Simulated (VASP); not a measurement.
Wanted: the native input for a VASP 6.6.1 run.

- Task: single point
- Functional: PBE
- Potentials or basis: VASP PAW PBE potentials, release 64 (Li_sv)
- Cutoff: 520 eV
- k mesh: 13 × 13 × 13
- Occupations: fermi-dirac, width 0.15 eV
- Spin: no spin polarisation
- Dipole correction: no
- Further INCAR settings: ALGO = Normal; EDIFF = 1e-07; NBANDS = 8

The structure of Li lies in POSCAR:

```
Li
1.0
   -1.8222019552      1.8222019552      1.8222019552
    1.8222019552     -1.8222019552      1.8222019552
    1.8222019552      1.8222019552     -1.8222019552
Li
1
Direct
    0.0000000000      0.0000000000      0.0000000000
```

One way to write it, as run:

INCAR

```
SYSTEM = Li
  PREC = Accurate
  ENCUT = 520
  EDIFF = 1E-7
  ISMEAR = -1
  SIGMA = 0.15
  LREAL = .False.
  LASPH = .True.
  NELM = 100
  ALGO = Normal
  ISIF = 2
  LWAVE = .False.
  LCHARG = .False.
  GGA = PE
  NBANDS = 8
```

KPOINTS

```
Automatic mesh
0
Gamma
  13 13 13
  0 0 0
```

Potentials or basis: VASP PAW PBE potentials, release 64 (Li_sv).

Launch:

```bash
$ cat potpaw_PBE.64/Li_sv/POTCAR > POTCAR
$ mpirun -np 1 vasp_std > vasp.out
```

It gave:

The band gap on the k mesh is zero (an odd number of electrons rules out a gap without spin polarisation).

Wall time 15 s on 1 thread of Intel Xeon 8259CL, on a shared host, peak memory 0.13 GiB.
